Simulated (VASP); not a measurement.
Here is a VASP 6.6.1 calculation.

File INCAR:

```
PREC = Accurate
ENCUT = 520
EDIFF = 1E-6
ISMEAR = -1
SIGMA = 0.05
LREAL = False
LASPH = True
NELM = 100
ALGO = Normal
ISIF = 2
LWAVE = False
LCHARG = False
NBANDS = 22
```

File KPOINTS:

```
regular mesh
0
Gamma
  6 6 4
```

File POSCAR:

```
Mg2PbN2
1.0
    3.6268600000      0.0000000000      0.0000000000
   -1.8134300000      3.1409600000      0.0000000000
    0.0000000000      0.0000000000      6.5658900000
Mg Pb N
2 1 2
Direct
    0.6666666667      0.3333333333      0.1387800000
    0.3333333333      0.6666666667      0.8612200000
    0.0000000000      0.0000000000      0.5000000000
    0.6666666667      0.3333333333      0.7974600000
    0.3333333333      0.6666666667      0.2025500000
```

Potentials or basis: VASP PAW LDA potentials, release 64 (Mg, Pb_d, N).

Launch:

```console
$ cat potpaw_LDA.64/Mg/POTCAR potpaw_LDA.64/Pb_d/POTCAR potpaw_LDA.64/N/POTCAR > POTCAR
$ mpirun -np 1 vasp_std > vasp.out
```

(1) What does it give for the largest force?

(2) Estimate the pressure.

(3) Predict the band gap on the k mesh.

Answers

(1) 0.055 eV/Å.

(2) -7.2 GPa.

(3) zero (band 14 reaches 5.27 eV, above the bottom of band 15 at 5.23 eV).

Caveat: spin-orbit coupling is left out, which moves the levels of the heavy elements.
